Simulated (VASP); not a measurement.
# MgSe (Fm-3m) in VASP: notebook

MgSe is run at these levels: LDA; tasks: single point.

Program: VASP 6.6.1. These are calculated values, not measurements. Logs are shortened: lines on timing, memory, paths and dates and some standing lists are left out, and cuts for length are marked.

## Step 1: The cell of the first run

Symmetry: Fm-3m, No. 225, cubic system. The conventional cell has a = 5.392 Å, b = 5.392 Å, c = 5.392 Å, α = 90.00°, β = 90.00°, γ = 90.00°. Mg (site symmetry m-3m) has 6 Se at 2.70 Å within 3.6 Å. Se (site symmetry m-3m) has 6 Mg at 2.70 Å within 3.6 Å.

## Step 2: Single point, LDA

INCAR reads:

```
ALGO     = Normal         # electronic algorithm
EDIFF    = 1E-6           # SCF threshold, eV
ENCUT    = 600            # plane-wave cutoff, eV
GGA_COMPAT= False        
ISIF     = 2              # what is computed and relaxed
ISMEAR   = 0              # smearing method
LASPH    = True           # aspherical terms in the spheres
LCHARG   = True           # write CHGCAR
LELF     = True           # ELF
LREAL    = False          # projectors in reciprocal space
LVHAR    = True         
LWAVE    = False          # write WAVECAR
NBANDS   = 11             # bands
NELM     = 120            # most SCF steps
PREC     = Accurate       # precision mode
SIGMA    = 0.02           # smearing width, eV
```

KPOINTS reads:

```
k-points
0
Gamma
  8 8 8
```

POSCAR reads:

```
MgSe
1.0
    0.0000000000      2.6960734128      2.6960734128
    2.6960734128      0.0000000000      2.6960734128
    2.6960734128      2.6960734128      0.0000000000
Mg Se
1 1
Direct
    0.0000000000      0.0000000000      0.0000000000
    0.5000000000      0.5000000000      0.5000000000
```

Potentials or basis: VASP PAW LDA potentials, release 64 (Mg, Se).

Started as:

```
$ cat potpaw_LDA.64/Mg/POTCAR potpaw_LDA.64/Se/POTCAR > POTCAR
$ mpirun -np 1 vasp_std > vasp.out
```

OUTCAR:

```text
EDIFF = 1E-6
   ENCUT = 600
   ISIF = 2
   ISMEAR = 0
   LASPH = True
   LREAL = False
   NELM = 120
   PREC = Accurate

 ion  position               nearest neighbor table
   1  0.000  0.000  0.000-   2 2.70   2 2.70   2 2.70   2 2.70   2 2.70   2 2.70
   2  0.500  0.500  0.500-   1 2.70   1 2.70   1 2.70   1 2.70   1 2.70   1 2.70

  LATTYP: Found a face centered cubic cell.
 ALAT       =     5.3921468256

  Lattice vectors:

 A1 = (   0.0000000000,   2.6960734128,   2.6960734128)
 A2 = (   2.6960734128,   0.0000000000,   2.6960734128)
 A3 = (   2.6960734128,   2.6960734128,   0.0000000000)

Analysis of symmetry for initial positions (statically):
=====================================================================
 Subroutine PRICEL returns:
 Original cell was already a primitive cell.

 Routine SETGRP: Setting up the symmetry group for a
 face centered cubic supercell.

 Subroutine GETGRP returns: Found 48 space group operations
 (whereof 48 operations were pure point group operations)
 out of a pool of 48 trial point group operations.

The static configuration has the point symmetry O_h .

Analysis of symmetry for dynamics (positions and initial velocities):
=====================================================================
 Subroutine PRICEL returns:
 Original cell was already a primitive cell.

 Routine SETGRP: Setting up the symmetry group for a
 face centered cubic supercell.

 Subroutine GETGRP returns: Found 48 space group operations
 (whereof 48 operations were pure point group operations)
 out of a pool of 48 trial point group operations.

The dynamic configuration has the point symmetry O_h .

 Subroutine INISYM returns: Found 48 space group operations
 (whereof 48 operations are pure point group operations),
 and found     1 'primitive' translations

----------------------------------------------------------------------------------------

                                     Primitive cell

  volume of cell :      39.1945

  direct lattice vectors                    reciprocal lattice vectors
     0.000000000  2.696073413  2.696073413    -0.185454891  0.185454891  0.185454891
     2.696073413  0.000000000  2.696073413     0.185454891 -0.185454891  0.185454891
     2.696073413  2.696073413  0.000000000     0.185454891  0.185454891 -0.185454891

  length of vectors
     3.812823586  3.812823586  3.812823586     0.321217293  0.321217293  0.321217293

  position of ions in fractional coordinates (direct lattice)
     0.000000000  0.000000000  0.000000000
     0.500000000  0.500000000  0.500000000

  ion indices of the primitive-cell ions
   primitive index   ion index
                 1           1
                 2           2

----------------------------------------------------------------------------------------

 KPOINTS: k-points

Automatic generation of k-mesh.
 Grid dimensions read from file:
 generate k-points for:    8    8    8

 Generating k-lattice:

  Cartesian coordinates                     Fractional coordinates (reciprocal lattice)
    -0.023181861  0.023181861  0.023181861     0.125000000  0.000000000  0.000000000
     0.023181861 -0.023181861  0.023181861     0.000000000  0.125000000  0.000000000
     0.023181861  0.023181861 -0.023181861     0.000000000  0.000000000  0.125000000

  Length of vectors
     0.040152162  0.040152162  0.040152162

  Shift w.r.t. Gamma in fractional coordinates (k-lattice)
     0.000000000  0.000000000  0.000000000

 Subroutine IBZKPT returns following result:
 ===========================================

 Found     29 irreducible k-points:

 Following reciprocal coordinates:
            Coordinates               Weight
  0.000000  0.000000  0.000000      1.000000
  0.125000  0.000000  0.000000      8.000000
  0.250000  0.000000  0.000000      8.000000
  0.375000  0.000000  0.000000      8.000000
  0.500000  0.000000  0.000000      4.000000
  0.125000  0.125000  0.000000      6.000000
[... 16 lines left out ...]
  0.500000  0.250000  0.125000     48.000000
 -0.375000  0.250000  0.125000     24.000000
 [... further k-points ...]
   k-points           NKPTS =     29   k-points in BZ     NKDIM =     29   number of bands    NBANDS=     11
   number of dos      NEDOS =    301   number of ions     NIONS =      2
   total plane-waves  NPLWV =  27000
   dimension x,y,z NGX =    30 NGY =   30 NGZ =   30
   dimension x,y,z NGXF=    60 NGYF=   60 NGZF=   60
   ions per type =               1   1
   NGX,Y,Z   is equivalent  to a cutoff of  13.08, 13.08, 13.08 a.u.
   NGXF,Y,Z  is equivalent  to a cutoff of  26.16, 26.16, 26.16 a.u.
 SYSTEM =  unknown system
   PREC   = accura    normal or accurate (medium, high low for compatibility)
   ISTART =      0    job   : 0-new  1-cont  2-samecut
   ICHARG =      2    charge: 1-file 2-atom 10-const
   ISPIN  =      1    spin polarized calculation?
   LNONCOLLINEAR =      F non collinear calculations
   LSORBIT =      F    spin-orbit coupling
   LASPH  =      T    aspherical Exc in radial PAW
   ENCUT  =  600.0 eV  44.10 Ry    6.64 a.u.   7.62  7.62  7.62*2*pi/ulx,y,z
   NELM   =    120;   NELMIN=  2; NELMDL= -5     # of ELM steps
   EDIFF  = 0.1E-05   stopping-criterion for ELM
   LREAL  =      F    real-space projection
   EDIFFG = 0.1E-04   stopping-criterion for IOM
   NSW    =      0    number of steps for IOM
   IBRION =     -1    ionic relax: 0-MD 1-quasi-New 2-CG
   NFREE  =      0    steps in history (QN), initial steepest desc. (CG)
   ISIF   =      2    stress and relaxation
   ISYM   =      2    0-nonsym 1-usesym 2-fastsym
   POTIM  = 0.5000    time-step for ionic-motion
   TEBEG  =    0.0;   TEEND  =   0.0 temperature during run
   PSTRESS=    0.0 pullay stress
   NELECT =       8.0000    total number of electrons
   NUPDOWN=      -1.0000    fix difference up-down
   EMIN   =  10.00;   EMAX   =-10.00  energy-range for DOS
   EFERMI =   0.00;   METHOD = LEGACY
   ISMEAR =     0;   SIGMA  =   0.02  broadening in eV -4-tet -1-fermi 0-gaus
   EFERMI_NEDOS =   21; number of points for ismear=-14 and -15
   IALGO  =     38    algorithm
   IMIX   =      4    mixing-type and parameters
     AMIX     =   0.40;   BMIX     =  1.00
     AMIX_MAG =   1.60;   BMIX_MAG =  1.00
  volume/ion in A,a.u.               =      19.60       132.25
  Fermi-wavevector in a.u.,A,eV,Ry     =   0.963895  1.821498 12.641089  0.929094
  Thomas-Fermi vector in A             =   2.093480
   LORBIT       =      0    0 simple, 1 ext, 2 COOP (PROOUT), +10 PAW based schemes
   GGA     = CA    functional components
   LHFCALC =     F    Hartree Fock is set to
   AEXX    =    0.0000 exact exchange contribution
   IVDW    =     0    specifies the selected vdW correction
   LEPSILON=     F    determine dielectric tensor
   LRPA    =     F    only Hartree local field effects (RPA)
 non-spin polarized calculation
 Gauss-broadening in eV      SIGMA  =   0.02
  energy-cutoff  :      600.00
  volume of cell :       39.19
 maximum number of plane-waves:      1325
   NGX = 15   NGY = 15   NGZ = 15

 number of electron       8.0000000 magnetization

 Free energy of the ion-electron system (eV)
  ---------------------------------------------------
  ext. energy  EPLUGINS =         0.00000000
  ---------------------------------------------------
  free energy    TOTEN  =        -8.60126783 eV

  energy without entropy =       -8.60126783  energy(sigma->0) =       -8.60126783

 E-fermi :   3.5752     XC(G=0):  -9.8826

 val. band max:        3.4554010677   @ k =   0.0000   0.0000   0.0000
 cond. band min:       5.1575821586   @ k =   0.5000   0.5000   0.0000
 fundamental gap:      1.7021810909
 Fermi energy:         3.5751825210

 k-point     1 :       0.0000    0.0000    0.0000
  band No.  band energies     occupation
      1      -9.6986      2.00000
      2       3.4554      2.00000
      3       3.4554      2.00000
      4       3.4554      2.00000
      5       6.0774      0.00000
      6      10.8020      0.00000
      7      10.8020      0.00000
      8      10.8020      0.00000
      9      13.4516      0.00000
     10      13.4516      0.00000
     11      14.3765      0.00000

 k-point     2 :       0.1250    0.0000    0.0000
  band No.  band energies     occupation
      1      -9.5578      2.00000
      2       2.1831      2.00000
      3       3.3471      2.00000
      4       3.3471      2.00000
      5       7.0564      0.00000
      6      10.5035      0.00000
      7      11.0415      0.00000
      8      11.0415      0.00000
      9      12.4089      0.00000
     10      12.4089      0.00000
     11      14.2268      0.00000

 k-point     3 :       0.2500    0.0000    0.0000
  band No.  band energies     occupation
      1      -9.1786      2.00000
      2       0.3116      2.00000
      3       3.1140      2.00000
      4       3.1140      2.00000
      5       7.5485      0.00000
      6      10.4797      0.00000
      7      10.4797      0.00000
      8      11.2927      0.00000
      9      13.0301      0.00000
     10      13.0301      0.00000
     11      13.4336      0.00000

 k-point     4 :       0.3750    0.0000    0.0000
  band No.  band energies     occupation
      1      -8.7206      2.00000
      2      -1.1474      2.00000
      3       2.9117      2.00000
      4       2.9117      2.00000
      5       7.3234      0.00000
      6       9.7504      0.00000
      7       9.7504      0.00000
      8      12.2400      0.00000
      9      13.8007      0.00000
     10      15.0039      0.00000
     11      15.0039      0.00000
[... 239 lines left out ...]
 k-point    22 :       0.3750    0.2500    0.1250
  band No.  band energies     occupation
      1      -8.8824      2.00000
      2       0.0487      2.00000
      3       1.8217      2.00000
      4       2.7074      2.00000
      5       8.3081      0.00000
      6       9.4042      0.00000
      7       9.7412      0.00000
      8      11.9143      0.00000
      9      13.0136      0.00000
     10      16.0010      0.00000
     11      16.3969      0.00000

 k-point    23 :       0.5000    0.2500    0.1250
  band No.  band energies     occupation
      1      -8.4966      2.00000
      2      -0.7964      2.00000
      3       1.2509      2.00000
      4       2.3503      2.00000
      5       8.1789      0.00000
      6       9.1311      0.00000
      7      10.6683      0.00000
      8      11.8157      0.00000
      9      14.4279      0.00000
     10      16.1652      0.00000
     11      16.9632      0.00000

 k-point    24 :      -0.3750    0.2500    0.1250
  band No.  band energies     occupation
      1      -8.3140      2.00000
      2      -1.1837      2.00000
      3       1.1034      2.00000
      4       2.1649      2.00000
      5       8.1524      0.00000
      6       8.8350      0.00000
      7      11.2276      0.00000
      8      12.6014      0.00000
      9      14.5419      0.00000
     10      15.2544      0.00000
     11      17.6127      0.00000

 [... further k-points ...]

------------------------ aborting loop because EDIFF is reached ----------------------------------------

  FORCE on cell =-STRESS in cart. coord.  units (eV):
  Direction    XX          YY          ZZ          XY          YZ          ZX
  --------------------------------------------------------------------------------------
  -------------------------------------------------------------------------------------
  Total       -0.0802576     -0.0802576     -0.0802576      0.0000000      0.0000000      0.0000000
  in kB       -3.2807391     -3.2807391     -3.2807391      0.0000000      0.0000000      0.0000000
  external PRESSURE =      -3.2807391 kB  Pullay stress =       0.0000000 kB

 VOLUME and BASIS-vectors are now :
 -----------------------------------------------------------------------------
  energy-cutoff  :      600.00
  volume of cell :       39.19
      direct lattice vectors                 reciprocal lattice vectors
     0.000000000  2.696073413  2.696073413    -0.185454891  0.185454891  0.185454891
     2.696073413  0.000000000  2.696073413     0.185454891 -0.185454891  0.185454891
     2.696073413  2.696073413  0.000000000     0.185454891  0.185454891 -0.185454891

 POSITION                                       TOTAL-FORCE (eV/Angst)
 -----------------------------------------------------------------------------------
      0.00000      0.00000      0.00000         0.000000     -0.000000      0.000000
      2.69607      2.69607      2.69607        -0.000000      0.000000     -0.000000
 -----------------------------------------------------------------------------------
    total drift:                               -0.000000     -0.000000      0.000000

  FREE ENERGIE OF THE ION-ELECTRON SYSTEM (eV)
  ---------------------------------------------------
  free  energy   TOTEN  =        -8.6012678294 eV

  energy  without entropy=       -8.6012678294  energy(sigma->0) =       -8.60126783
```

It took 12 s on 1 thread of Intel Xeon 6975P-C, shared host; peak memory 0.15 GiB.

What came out:

| Item | Value |
| --- | --- |
| Free energy | -8.6013 eV |
| Pressure | -0.3 GPa |
| Band gap on the k mesh | 1.70 eV, indirect (least direct gap 2.62 eV) |

A k mesh can miss the band edges.

## Step 3: Single point, LDA

INCAR reads:

```
  ALGO = Normal
  EDIFF = 1E-6
  ENCUT = 600
  GGA_COMPAT = False
  ISIF = 2
  ISMEAR = 0
  LASPH = True
  LCHARG = False
  LREAL = False
  LWAVE = False
  NBANDS = 11
  NELM = 120
  PREC = Accurate
  SIGMA = 0.01
```

KPOINTS is that of step 2.

POSCAR reads:

```
MgSe
1.0
    0.0000000000      2.6956718026      2.6956718026
    2.6956718026      0.0000000000      2.6956718026
    2.6956718026      2.6956718026      0.0000000000
Mg Se
1 1
Direct
    0.0000000000      0.0000000000      0.0000000000
    0.5000000000      0.5000000000      0.5000000000
```

Potentials or basis: VASP PAW LDA potentials, release 64 (Mg, Se).

Started as:

```
$ cat potpaw_LDA.64/Mg/POTCAR potpaw_LDA.64/Se/POTCAR > POTCAR
$ mpirun -np 1 vasp_std > vasp.out
```

OUTCAR:

```text
EDIFF = 1E-6
   ENCUT = 600
   ISIF = 2
   ISMEAR = 0
   LASPH = True
   LREAL = False
   NELM = 120
   PREC = Accurate

 ion  position               nearest neighbor table
   1  0.000  0.000  0.000-   2 2.70   2 2.70   2 2.70   2 2.70   2 2.70   2 2.70
   2  0.500  0.500  0.500-   1 2.70   1 2.70   1 2.70   1 2.70   1 2.70   1 2.70

  LATTYP: Found a face centered cubic cell.
 ALAT       =     5.3913436052

  Lattice vectors:

 A1 = (   0.0000000000,   2.6956718026,   2.6956718026)
 A2 = (   2.6956718026,   0.0000000000,   2.6956718026)
 A3 = (   2.6956718026,   2.6956718026,   0.0000000000)

Analysis of symmetry for initial positions (statically):
=====================================================================
 Subroutine PRICEL returns:
 Original cell was already a primitive cell.

 Routine SETGRP: Setting up the symmetry group for a
 face centered cubic supercell.

 Subroutine GETGRP returns: Found 48 space group operations
 (whereof 48 operations were pure point group operations)
 out of a pool of 48 trial point group operations.

The static configuration has the point symmetry O_h .

[... 171 lines left out ...]
      3       3.4594      2.00000
      4       3.4594      2.00000
      5       6.0846      0.00000
      6      10.8058      0.00000
      7      10.8058      0.00000
      8      10.8058      0.00000
      9      13.4564      0.00000
     10      13.4564      0.00000
     11      14.3810      0.00000
[... 309 lines left out ...]
 k-point    24 :      -0.3750    0.2500    0.1250
  band No.  band energies     occupation
      1      -8.3113      2.00000
      2      -1.1821      2.00000
      3       1.1060      2.00000
      4       2.1680      2.00000
      5       8.1575      0.00000
      6       8.8399      0.00000
      7      11.2332      0.00000
      8      12.6076      0.00000
      9      14.5477      0.00000
     10      15.2617      0.00000
     11      17.6191      0.00000

 [... further k-points ...]

------------------------ aborting loop because EDIFF is reached ----------------------------------------

  FORCE on cell =-STRESS in cart. coord.  units (eV):
  Direction    XX          YY          ZZ          XY          YZ          ZX
  --------------------------------------------------------------------------------------
  -------------------------------------------------------------------------------------
  Total       -0.0726650     -0.0726650     -0.0726650     -0.0000000     -0.0000000     -0.0000000
  in kB       -2.9717000     -2.9717000     -2.9717000     -0.0000000     -0.0000000     -0.0000000
  external PRESSURE =      -2.9717000 kB  Pullay stress =       0.0000000 kB

 VOLUME and BASIS-vectors are now :
 -----------------------------------------------------------------------------
  energy-cutoff  :      600.00
  volume of cell :       39.18
      direct lattice vectors                 reciprocal lattice vectors
     0.000000000  2.695671803  2.695671803    -0.185482520  0.185482520  0.185482520
     2.695671803  0.000000000  2.695671803     0.185482520 -0.185482520  0.185482520
     2.695671803  2.695671803  0.000000000     0.185482520  0.185482520 -0.185482520

 POSITION                                       TOTAL-FORCE (eV/Angst)
 -----------------------------------------------------------------------------------
      0.00000      0.00000      0.00000         0.000000      0.000000     -0.000000
      2.69567      2.69567      2.69567        -0.000000     -0.000000      0.000000
 -----------------------------------------------------------------------------------
    total drift:                               -0.000000     -0.000000      0.000000

  FREE ENERGIE OF THE ION-ELECTRON SYSTEM (eV)
  ---------------------------------------------------
  free  energy   TOTEN  =        -8.6013017671 eV

  energy  without entropy=       -8.6013017671  energy(sigma->0) =       -8.60130177
```

Wall time 11 s (1 thread of Intel Xeon 6975P-C, shared host); peak memory 0.15 GiB.

What came out:

```
Free energy            : -8.6013 eV
Pressure               : -0.3 GPa
Band gap on the k mesh : 1.70 eV, indirect (least direct gap 2.63 eV)
```

A k mesh can miss the band edges. Expect the measured gap to be larger: semilocal functionals such as LDA lack the derivative discontinuity.

## Step 4: Single point, LDA

This run uses another cell than the first one, of 14.40 Å³/atom, 0.735 times its volume.

INCAR reads:

```
SYSTEM = MgSe
ALGO = Normal ; EDIFF = 1E-6
ENCUT = 600 ; GGA_COMPAT = .FALSE.
ISIF = 2 ; ISMEAR = 0
LASPH = .TRUE. ; LCHARG = .TRUE.
LELF = .TRUE. ; LREAL = .FALSE.
LVHAR = .TRUE. ; LWAVE = .FALSE.
NBANDS = 11 ; NELM = 120
PREC = Accurate ; SIGMA = 0.01
```

KPOINTS reads:

```
k-points
0
G
  10 10 10
  0 0 0
```

POSCAR reads:

```
MgSe
1.0
    0.0000000000      2.4330573274      2.4330573274
    2.4330573274      0.0000000000      2.4330573274
    2.4330573274      2.4330573274      0.0000000000
Mg Se
1 1
Direct
    0.0000000000      0.0000000000      0.0000000000
    0.5000000000      0.5000000000      0.5000000000
```

Started as:

```
$ cat potpaw_LDA.64/Mg/POTCAR potpaw_LDA.64/Se/POTCAR > POTCAR
$ mpirun -np 1 vasp_std > vasp.out
```

Wall time 13 s (1 thread of Intel Xeon 6975P-C, shared host); peak memory 0.15 GiB.

It converged, with:

* Free energy: -7.6174 eV
* Pressure: 40.2 GPa
* Band gap on the k mesh: 2.20 eV, indirect (least direct gap 5.02 eV)

Levels at points of the mesh, in eV from the valence-band top:
| k point | band 2 | band 3 | band 4 | band 5 | band 6 | band 7 |
| --- | --- | --- | --- | --- | --- | --- |
| (0.00, 0.00, 0.00) | 0.00 | 0.00 | 0.00 | 5.32 | 6.99 | 6.99 |
| (0.50, 0.00, 0.00) | -7.25 | -1.14 | -1.14 | 4.09 | 6.30 | 6.30 |
| (0.50, 0.50, 0.00) | -6.52 | -2.82 | -2.82 | 2.20 | 2.53 | 13.92 |

A k mesh can miss the band edges. LDA gaps usually lie below the measured ones, often by a third to a half.

## Step 5: Summary

| cell | k mesh | smearing | gap on the mesh (eV) | pressure (GPa) |
| --- | --- | --- | --- | --- |
| a = 3.813 Å, angles 60.0°, 2 atoms | 8 × 8 × 8 | gaussian 0.02 eV | 1.70 | -0.3 |
| a = 3.812 Å, angles 60.0°, 2 atoms | 8 × 8 × 8 | gaussian 0.01 eV | 1.70 | -0.3 |
| a = 3.441 Å, angles 60.0°, 2 atoms | 10 × 10 × 10 | gaussian 0.01 eV | 2.20 | 40.2 |

Alike in all rows: task single point; level LDA; potentials or basis VASP PAW LDA potentials, release 64 (Mg, Se); no spin polarisation; cutoff (eV) 600.

Total energies depend on the potentials used, so only differences within one code and one set of settings carry meaning.
